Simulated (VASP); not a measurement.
Write the native input for VASP 6.6.1 that does the following.

* Task: single point
* Functional: PBE
* Potentials or basis: VASP PAW PBE potentials, release 64 (Ca_sv, Be)
* Cutoff: 520 eV
* k mesh: 6 × 6 × 6
* Occupations: gaussian, width 0.1 eV
* Spin: no spin polarisation
* Dipole correction: no
* Further INCAR settings: ALGO = Fast; EDIFF = 1e-06; NBANDS = 25

The structure of Ca3Be2 lies in POSCAR:

```
Ca3Be2
1.0
    4.5884519036      2.6491439417      2.9414735114
   -4.5884519036      2.6491439417      2.9414735114
    0.0000000000     -5.2982878834      2.9414735114
Ca Be
3 2
Direct
    0.0000000000      0.5000000000      0.0000000000
    0.0000000000      0.0000000000      0.5000000000
    0.5000000000      0.0000000000      0.0000000000
    0.8928716553      0.8928716553      0.8928716553
    0.1071283447      0.1071283447      0.1071283447
```

The input as run:

INCAR

```
ALGO = Fast ; EDIFF = 1E-6
ENCUT = 520 ; GGA = PE
ISIF = 2 ; ISMEAR = 0
LASPH = True ; LCHARG = False
LREAL = False ; LWAVE = False
NBANDS = 25 ; NELM = 80
PREC = Accurate ; SIGMA = 0.1
```

KPOINTS

```
k-points
0
Gamma
  6 6 6
```

Potentials or basis: VASP PAW PBE potentials, release 64 (Ca_sv, Be).

The run is started by

```bash
$ cat potpaw_PBE.64/Ca_sv/POTCAR potpaw_PBE.64/Be/POTCAR > POTCAR
$ mpirun -np 1 vasp_std > vasp.out
```

Results of the run:

| Quantity | Value |
| --- | --- |
| Pressure | 0.0 GPa |
| Largest force | 0.015 eV/Å |
| Band gap on the k mesh | zero (band 17 reaches 0.79 eV, above the bottom of band 18 at 0.77 eV) |

Run time: 3.8 min on 1 thread of Intel(R) Xeon(R) Platinum 8488C (Sapphire Rapids) (shared host), peak memory 0.42 GiB.
